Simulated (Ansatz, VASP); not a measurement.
# Mg2Si3N in VASP and in Ansatz

INCAR

```
PREC = Accurate
ENCUT = 520
EDIFF = 1E-6
ISMEAR = 0
SIGMA = 0.1
LREAL = False
LASPH = True
NELM = 150
ALGO = Normal
ISIF = 2
LWAVE = False
LCHARG = True
ISPIN = 2
MAGMOM = 0 0 0 0 0 1
LORBIT = 11
GGA = PE
LELF = True
LVHAR = True
NBANDS = 24
```

KPOINTS

```
Automatic mesh
0
Gamma
  6 6 6
```

POSCAR

```
Mg2Si3N
1.0
    5.4101795400      0.0000000000      0.0000000000
   -2.7050897700      4.6853529200      0.0000000000
    0.0000000000      0.0000000000      3.2775802100
Mg Si N
2 3 1
Direct
    0.3333333300      0.6666666700      0.0000000000
    0.6666666700      0.3333333300      0.0000000000
    0.5000000000      0.0000000000      0.5000000000
    0.5000000000      0.5000000000      0.5000000000
    0.0000000000      0.5000000000      0.5000000000
    0.0000000000      0.0000000000      0.0000000000
```

Input for Ansatz:

```yaml
crystal:
  lattice:
    - [5.41017954, 0.0, 0.0]
    - [-2.70508977, 4.68535292, 0.0]
    - [0.0, 0.0, 3.27758021]
  atoms:
    - { symbol: Mg, position: [0.33333333, 0.66666667, 0.0] }
    - { symbol: Mg, position: [0.66666667, 0.33333333, 0.0] }
    - { symbol: Si, position: [0.5, 0.0, 0.5] }
    - { symbol: Si, position: [0.5, 0.5, 0.5] }
    - { symbol: Si, position: [0.0, 0.5, 0.5] }
    - { symbol: "N", position: [0.0, 0.0, 0.0], spin: 1.0 }
basis:
  ecutwfc: 420
kpoints:
  mp_grid: { grid: [6, 6, 6] }
hamiltonian:
  xc: pbe
scf:
  occupations: { method: gaussian, width: 0.1 }
  lower_state_search: "off"
output:
  forces: true
  stress: true
  eigenvalues: true
  populations: true
magnetization:
  spin_polarized: true
```

Change from the starting cell: species swapped into the YbCo3B2 type (P6/mmm, No. 191).

Alike in both runs: task single point; functional PBE; k mesh 6 × 6 × 6; occupations gaussian, width 0.1 eV; collinear spin.

|  | VASP | Ansatz |
| --- | --- | --- |
| version | VASP 6.6.1 | Ansatz 0.2.0 |
| potentials or method | VASP PAW PBE potentials, release 64 (Mg, Si, N), cutoff 520 eV | scalar-relativistic, plane waves, PAW |
| valence electrons in the cell | 21 | 37 |

```tsv
	VASP	Ansatz	Ansatz less VASP
gap on the k mesh at the Fermi level (eV)	none	none	-
net moment per atom (μB)	0.37	0.37	-0.001
size of the moment on the site where the two differ most (μB)	1.38	1.94	+0.560
```

Site moments also hang on the region over which each program counts them. A gap of «none» marks a metal or a gap that the smearing closes. VASP's potentials hold 21 valence electrons a cell and Ansatz's 37, so a difference there can come from the potentials and not from the codes.
